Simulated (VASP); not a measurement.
# SnTe (I4/mmm) in VASP: notebook, part 2 of 2

VASP 6.6.1. The steps go on from the part before.

### Step 3. Single point, PBEsol (strain +0.050 along x and y, -0.025 along z)

The input, INCAR:

```
SYSTEM = SnTe
PREC = Accurate
ENCUT = 500
EDIFF = 1E-6
ISMEAR = 0
SIGMA = 0.03
LREAL = .FALSE.
LASPH = .TRUE.
NELM = 120
ALGO = Normal
ISIF = 2
LWAVE = .FALSE.
LCHARG = .FALSE.
GGA = PS
NBANDS = 17
GGA_COMPAT = .FALSE.
```

The input, KPOINTS:

```
Automatic mesh
0
G
  10 10 10
  0 0 0
```

The input, POSCAR:

```
SnTe
1.0
    0.0000000000      3.3143250000      3.0775875000
    3.3143250000      0.0000000000      3.0775875000
    3.3143250000      3.3143250000      0.0000000000
Sn Te
1 1
Direct
    0.0000000000      0.0000000000      0.0000000000
    0.5000000000      0.5000000000      0.5000000000
```

Potentials or basis: VASP PAW PBE potentials, release 64 (Sn_d, Te).

Command:

```console
$ cat potpaw_PBE.64/Sn_d/POTCAR potpaw_PBE.64/Te/POTCAR > POTCAR
$ mpirun -np 1 vasp_std > vasp.out
```

OUTCAR:

```text
SYSTEM = SnTe
   PREC = Accurate
   ENCUT = 500
   EDIFF = 1E-6
   ISMEAR = 0
   LREAL = .FALSE.
   LASPH = .TRUE.
   NELM = 120
   ISIF = 2
   GGA = PS

 ion  position               nearest neighbor table
   1  0.000  0.000  0.000-   2 3.08   2 3.08   2 3.31   2 3.31   2 3.31   2 3.31
   2  0.500  0.500  0.500-   1 3.08   1 3.08   1 3.31   1 3.31   1 3.31   1 3.31

  LATTYP: Found a body centered tetragonal cell.
 ALAT       =     4.6871633651
 C/A-ratio  =     1.3131983079

  Lattice vectors:

 A1 = (   0.0000000000,  -3.3143250000,  -3.0775875000)
 A2 = (   0.0000000000,   3.3143250000,  -3.0775875000)
 A3 = (   3.3143250000,   0.0000000000,   3.0775875000)

Analysis of symmetry for initial positions (statically):
=====================================================================
 Subroutine PRICEL returns:
 Original cell was already a primitive cell.

 Routine SETGRP: Setting up the symmetry group for a
 body centered tetragonal supercell.

 Subroutine GETGRP returns: Found 16 space group operations
 (whereof 16 operations were pure point group operations)
 out of a pool of 16 trial point group operations.

The static configuration has the point symmetry D_4h.

Analysis of symmetry for dynamics (positions and initial velocities):
=====================================================================
 Subroutine PRICEL returns:
 Original cell was already a primitive cell.

 Routine SETGRP: Setting up the symmetry group for a
 body centered tetragonal supercell.

 Subroutine GETGRP returns: Found 16 space group operations
 (whereof 16 operations were pure point group operations)
 out of a pool of 16 trial point group operations.

The dynamic configuration has the point symmetry D_4h.

 Subroutine INISYM returns: Found 16 space group operations
 (whereof 16 operations are pure point group operations),
 and found     1 'primitive' translations

----------------------------------------------------------------------------------------

                                     Primitive cell

  volume of cell :      67.6131

  direct lattice vectors                    reciprocal lattice vectors
     0.000000000  3.314325000  3.077587500    -0.150860281  0.150860281  0.162464918
     3.314325000  0.000000000  3.077587500     0.150860281 -0.150860281  0.162464918
     3.314325000  3.314325000  0.000000000     0.150860281  0.150860281 -0.162464918

  length of vectors
     4.522863587  4.522863587  4.687163365     0.268165058  0.268165058  0.268165058

  position of ions in fractional coordinates (direct lattice)
     0.000000000  0.000000000  0.000000000
     0.500000000  0.500000000  0.500000000

  ion indices of the primitive-cell ions
   primitive index   ion index
                 1           1
                 2           2

----------------------------------------------------------------------------------------

 KPOINTS: Automatic mesh

Automatic generation of k-mesh.
 Grid dimensions read from file:
 generate k-points for:   10   10   10

 Generating k-lattice:

  Cartesian coordinates                     Fractional coordinates (reciprocal lattice)
    -0.015086028  0.015086028  0.016246492     0.100000000  0.000000000  0.000000000
     0.015086028 -0.015086028  0.016246492     0.000000000  0.100000000  0.000000000
     0.015086028  0.015086028 -0.016246492     0.000000000  0.000000000  0.100000000

  Length of vectors
     0.026816506  0.026816506  0.026816506

  Shift w.r.t. Gamma in fractional coordinates (k-lattice)
     0.000000000  0.000000000  0.000000000

 Subroutine IBZKPT returns following result:
 ===========================================

 Found    102 irreducible k-points:

 Following reciprocal coordinates:
            Coordinates               Weight
  0.000000  0.000000  0.000000      1.000000
  0.100000  0.000000  0.000000      8.000000
  0.200000  0.000000  0.000000      8.000000
  0.300000  0.000000  0.000000      8.000000
  0.400000 -0.000000  0.000000      8.000000
  0.500000  0.000000  0.000000      4.000000
[... 16 lines left out ...]
  0.300000  0.300000  0.000000      2.000000
  0.400000  0.300000  0.000000      8.000000
 [... further k-points ...]
   k-points           NKPTS =    102   k-points in BZ     NKDIM =    102   number of bands    NBANDS=     17
   number of dos      NEDOS =    301   number of ions     NIONS =      2
   total plane-waves  NPLWV =  46656
   dimension x,y,z NGX =    36 NGY =   36 NGZ =   36
   dimension x,y,z NGXF=    72 NGYF=   72 NGZF=   72
   ions per type =               1   1
   NGX,Y,Z   is equivalent  to a cutoff of  13.23, 13.23, 12.77 a.u.
   NGXF,Y,Z  is equivalent  to a cutoff of  26.46, 26.46, 25.54 a.u.
 SYSTEM =  SnTe
   PREC   = accura    normal or accurate (medium, high low for compatibility)
   ISTART =      0    job   : 0-new  1-cont  2-samecut
   ICHARG =      2    charge: 1-file 2-atom 10-const
   ISPIN  =      1    spin polarized calculation?
   LNONCOLLINEAR =      F non collinear calculations
   LSORBIT =      F    spin-orbit coupling
   LASPH  =      T    aspherical Exc in radial PAW
   ENCUT  =  500.0 eV  36.75 Ry    6.06 a.u.   8.25  8.25  8.55*2*pi/ulx,y,z
   NELM   =    120;   NELMIN=  2; NELMDL= -5     # of ELM steps
   EDIFF  = 0.1E-05   stopping-criterion for ELM
   LREAL  =      F    real-space projection
   EDIFFG = 0.1E-04   stopping-criterion for IOM
   NSW    =      0    number of steps for IOM
   IBRION =     -1    ionic relax: 0-MD 1-quasi-New 2-CG
   NFREE  =      0    steps in history (QN), initial steepest desc. (CG)
   ISIF   =      2    stress and relaxation
   ISYM   =      2    0-nonsym 1-usesym 2-fastsym
   POTIM  = 0.5000    time-step for ionic-motion
   TEBEG  =    0.0;   TEEND  =   0.0 temperature during run
   PSTRESS=    0.0 pullay stress
   NELECT =      20.0000    total number of electrons
   NUPDOWN=      -1.0000    fix difference up-down
   EMIN   =  10.00;   EMAX   =-10.00  energy-range for DOS
   EFERMI =   0.00;   METHOD = LEGACY
   ISMEAR =     0;   SIGMA  =   0.03  broadening in eV -4-tet -1-fermi 0-gaus
   EFERMI_NEDOS =   21; number of points for ismear=-14 and -15
   IALGO  =     38    algorithm
   IMIX   =      4    mixing-type and parameters
     AMIX     =   0.40;   BMIX     =  1.00
     AMIX_MAG =   1.60;   BMIX_MAG =  1.00
  volume/ion in A,a.u.               =      33.81       228.14
  Fermi-wavevector in a.u.,A,eV,Ry     =   1.090790  2.061295 16.188534  1.189824
  Thomas-Fermi vector in A             =   2.227022
   LORBIT       =      0    0 simple, 1 ext, 2 COOP (PROOUT), +10 PAW based schemes
   GGA     = PS    functional components
   LHFCALC =     F    Hartree Fock is set to
   AEXX    =    0.0000 exact exchange contribution
   IVDW    =     0    specifies the selected vdW correction
   LEPSILON=     F    determine dielectric tensor
   LRPA    =     F    only Hartree local field effects (RPA)
 non-spin polarized calculation
 Gauss-broadening in eV      SIGMA  =   0.03
  energy-cutoff  :      500.00
  volume of cell :       67.61
 maximum number of plane-waves:      1730
 NGX is ok and might be reduce to    36
   NGX = 17   NGY = 17   NGZ = 17

 number of electron      20.0000000 magnetization

 Free energy of the ion-electron system (eV)
  ---------------------------------------------------
  ext. energy  EPLUGINS =         0.00000000
  ---------------------------------------------------
  free energy    TOTEN  =        -8.20034106 eV

  energy without entropy =       -8.20034063  energy(sigma->0) =       -8.20034085

 E-fermi :   5.8468     XC(G=0):  -9.3052

 val. band max:        5.7748657839   @ k =   0.5000   0.0000   0.0000
 cond. band min:       5.9186537651   @ k =   0.5000   0.0000   0.0000
 fundamental gap:      0.1437879812
 Fermi energy:         5.8467597237

 k-point     1 :       0.0000    0.0000    0.0000
  band No.  band energies     occupation
      1     -15.9105      2.00000
      2     -15.9083      2.00000
      3     -15.8835      2.00000
      4     -15.8835      2.00000
      5     -15.8823      2.00000
      6      -6.4295      2.00000
[... 9 lines left out ...]
     16      11.0748      0.00000
     17      12.2515      0.00000
[... 441 lines left out ...]
 k-point    24 :       0.4000    0.3000    0.0000
  band No.  band energies     occupation
      1     -15.9106      2.00000
      2     -15.9071      2.00000
      3     -15.8926      2.00000
      4     -15.8766      2.00000
      5     -15.8764      2.00000
      6      -5.2554      2.00000
[... 9 lines left out ...]
     16      14.2709      0.00000
     17      15.8053      0.00000

 [... further k-points ...]

------------------------ aborting loop because EDIFF is reached ----------------------------------------

  FORCE on cell =-STRESS in cart. coord.  units (eV):
  Direction    XX          YY          ZZ          XY          YZ          ZX
  --------------------------------------------------------------------------------------
  -------------------------------------------------------------------------------------
  Total       -2.2424848     -2.2424848      1.1164398      0.0000000     -0.0000000     -0.0000000
  in kB      -53.1385266    -53.1385266     26.4554596      0.0000000     -0.0000000     -0.0000000
  external PRESSURE =     -26.6071978 kB  Pullay stress =       0.0000000 kB

 VOLUME and BASIS-vectors are now :
 -----------------------------------------------------------------------------
  energy-cutoff  :      500.00
  volume of cell :       67.61
      direct lattice vectors                 reciprocal lattice vectors
     0.000000000  3.314325000  3.077587500    -0.150860281  0.150860281  0.162464918
     3.314325000  0.000000000  3.077587500     0.150860281 -0.150860281  0.162464918
     3.314325000  3.314325000  0.000000000     0.150860281  0.150860281 -0.162464918

 POSITION                                       TOTAL-FORCE (eV/Angst)
 -----------------------------------------------------------------------------------
      0.00000      0.00000      0.00000         0.000000     -0.000000      0.000000
      3.31433      3.31433      3.07759        -0.000000      0.000000      0.000000
 -----------------------------------------------------------------------------------
    total drift:                               -0.000000      0.000000      0.000000

  FREE ENERGIE OF THE ION-ELECTRON SYSTEM (eV)
  ---------------------------------------------------
  free  energy   TOTEN  =        -8.2003410641 eV

  energy  without entropy=       -8.2003406301  energy(sigma->0) =       -8.20034085
```

Run time: 48 s. Hardware: 1 thread of AMD EPYC 9R45 (Zen 5), shared host; peak memory 0.25 GiB.

What came out:

| Quantity | Value |
| --- | --- |
| Free energy | -8.2003 eV |
| Pressure | -2.7 GPa |
| Band gap on the k mesh | 0.14 eV |

Stress tensor (GPa, compression positive):
```
-5.31  0.00  0.00
 0.00 -5.31  0.00
 0.00  0.00  2.65
```

Caveat: the cell differs from its parent crystal (strain +0.050 along x and y, -0.025 along z); the stress differs along the axes, from -5 to 3 GPa; semilocal functionals underestimate gaps, and a narrow one can read as zero; the PAW data sets were made with another functional, which shifts forces and pressure a little; spin-orbit coupling is left out, which moves the levels of the heavy elements.

### Step 4. Single point, PBEsol (strain +0.050 along x and y, +0.000 along z)

The input, INCAR:

```
SYSTEM = SnTe
PREC = Accurate
ENCUT = 500
EDIFF = 1E-6
ISMEAR = 0
SIGMA = 0.03
LREAL = .False.
LASPH = .True.
NELM = 120
ALGO = Normal
ISIF = 2
LWAVE = .False.
LCHARG = .False.
GGA = PS
NBANDS = 17
GGA_COMPAT = .False.
```

The input, KPOINTS:

```
regular mesh
0
Gamma
  10 10 10
  0 0 0
```

The input, POSCAR:

```
SnTe
1.0
    0.0000000000      3.3143250000      3.1565000000
    3.3143250000      0.0000000000      3.1565000000
    3.3143250000      3.3143250000      0.0000000000
Sn Te
1 1
Direct
    0.0000000000      0.0000000000      0.0000000000
    0.5000000000      0.5000000000      0.5000000000
```

Command:

```console
$ cat potpaw_PBE.64/Sn_d/POTCAR potpaw_PBE.64/Te/POTCAR > POTCAR
$ mpirun -np 1 vasp_std > vasp.out
```

It took 47 s on 1 thread of AMD EPYC 9R45 (Zen 5), shared host; peak memory 0.25 GiB.

The run converged. Its results:

* Free energy: -8.2100 eV
* Pressure: -3.8 GPa
* Band gap on the k mesh: 0.05 eV

Stress tensor (GPa, compression positive):
```
-5.28  0.00  0.00
 0.00 -5.28  0.00
 0.00  0.00 -0.77
```

Levels at points of the mesh, in eV from the valence-band top:
```csv
k point,band 6,band 7,band 8,band 9,band 10,band 11,band 12,band 13,band 14,band 15
"(0.00, 0.00, 0.00)",-12.04,-4.99,-2.13,-1.62,-1.62,2.83,2.83,3.94,4.87,4.87
"(0.50, 0.00, 0.00)",-11.00,-7.79,-1.52,-1.45,0.00,0.05,0.48,0.71,7.51,8.34
"(0.50, 0.50, 0.00)",-10.65,-6.49,-4.90,-3.26,-3.26,2.48,4.38,4.38,6.21,8.85
"(0.50, 0.00, 0.50)",-10.85,-6.25,-4.80,-3.42,-2.89,2.61,4.00,5.17,5.47,8.67
```

Caveat: the cell differs from its parent crystal (strain +0.050 along x and y, +0.000 along z); the cell stands under tension; semilocal functionals underestimate gaps, and a narrow one can read as zero; the PAW data sets were made with another functional, which shifts forces and pressure a little; spin-orbit coupling is left out, which moves the levels of the heavy elements. A k mesh can miss the band edges.

### Step 5. Overview

| cell | gap on the mesh (eV) | pressure (GPa) |
| --- | --- | --- |
| a = 4.470, b = 4.470, c = 4.687 Å, angles 58.4, 58.4, 63.2°, 2 atoms | 0.24 | -1.1 |
| a = 4.523, b = 4.523, c = 4.687 Å, angles 58.8, 58.8, 62.4°, 2 atoms | 0.14 | -2.7 |
| a = 4.577, b = 4.577, c = 4.687 Å, angles 59.2, 59.2, 61.6°, 2 atoms | 0.05 | -3.8 |

Alike in all rows: task single point; level PBEsol; potentials or basis VASP PAW PBE potentials, release 64 (Sn_d, Te); no spin polarisation; k mesh 10 × 10 × 10; cutoff (eV) 500; smearing gaussian 0.03 eV.

Caveats: semilocal functionals underestimate gaps, and a narrow one can read as zero; the PAW data sets were made with another functional, which shifts forces and pressure a little; spin-orbit coupling is left out, which moves the levels of the heavy elements; the stress differs along the axes, from -5 to 7 GPa (at least some runs); the stress differs along the axes, from -5 to 3 GPa (at least some runs); the cell stands under tension (at least some runs).

Absolute energies hang on the potentials; compare differences alone.
